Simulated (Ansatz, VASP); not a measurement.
Two plane-wave programs on Ge

```
CELL_PARAMETERS angstrom
4.05849 0.00000 0.00000
-2.02924 3.51475 0.00000
0.00000 0.00000 6.69306
ATOMIC_POSITIONS crystal
Ge 0.66667 0.33333 0.06279
Ge 0.33333 0.66667 0.56279
Ge 0.66667 0.33333 0.43721
Ge 0.33333 0.66667 0.93721
```

Alike in both runs: task relaxation of cell and atoms; functional PBE; k mesh 12 × 12 × 6; occupations gaussian, width 0.1 eV; no spin polarisation.

|  | VASP | Ansatz |
| --- | --- | --- |
| version | VASP 6.6.1 | Ansatz 0.2.0 |
| potentials or method | VASP PAW PBE potentials, release 64 (Ge_d), cutoff 600 eV | scalar-relativistic, plane waves, PAW |
| valence electrons in the cell | 56 | 56 |

VASP gave:

- gap on the k mesh at the Fermi level, each at its own relaxed structure (eV): none
- relaxed volume (Å³/atom): 23.85
- relaxed cell length with the largest relative difference (Å): 4.058

Q: Which values does Ansatz return?

A: gap on the k mesh at the Fermi level, each at its own relaxed structure (eV): none; relaxed volume (Å³/atom): 23.87; relaxed cell length with the largest relative difference (Å): 4.058.

A gap of «none» marks a metal or a gap that the smearing closes.
